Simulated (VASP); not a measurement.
Here is a VASP 6.6.1 calculation.

Contents of INCAR:

```
PREC = Accurate
ENCUT = 520
EDIFF = 1E-7
ISMEAR = 0
SIGMA = 0.02
LREAL = F
LASPH = T
NELM = 60
ALGO = Normal
ISIF = 2
LWAVE = F
LCHARG = T
GGA = PE
LELF = T
LVHAR = T
NBANDS = 22
```

The input KPOINTS:

```
regular mesh
0
Gamma
  6 6 4
```

POSCAR

```
F
1.0
    2.7500000000     -1.6400000000      0.0000000000
    2.7500000000      1.6400000000      0.0000000000
   -1.5347200000      0.0000000000      7.1163900000
F
4
Direct
    0.9680000000      0.6020000000      0.0997000000
    0.3980000000      0.0320000000      0.4003000000
    0.0320000000      0.3980000000      0.9003000000
    0.6020000000      0.9680000000      0.5997000000
```

Potentials or basis: VASP PAW PBE potentials, release 64 (F).

Launch:

```console
$ cat potpaw_PBE.64/F/POTCAR > POTCAR
$ mpirun -np 1 vasp_std > vasp.out
```

**Question.** Estimate the largest force.

**Answer.** 1.665 eV/Å.

**Question.** Predict the band gap on the k mesh.

**Answer.** 1.92 eV.

**Question.** Predict the pressure.

**Answer.** -4.0 GPa.

Forces on the atoms (eV/Å):
```
F   -0.114 -0.500 -1.584
F    0.114 -0.500  1.584
F    0.114  0.500  1.584
F   -0.114  0.500 -1.584
```

Caveat: the cell stands under tension; forces of over 1 eV/Å act on the atoms, so gaps and moduli don't describe the material at rest. A hybrid or GW would open this gap; PBE tends to underestimate it.
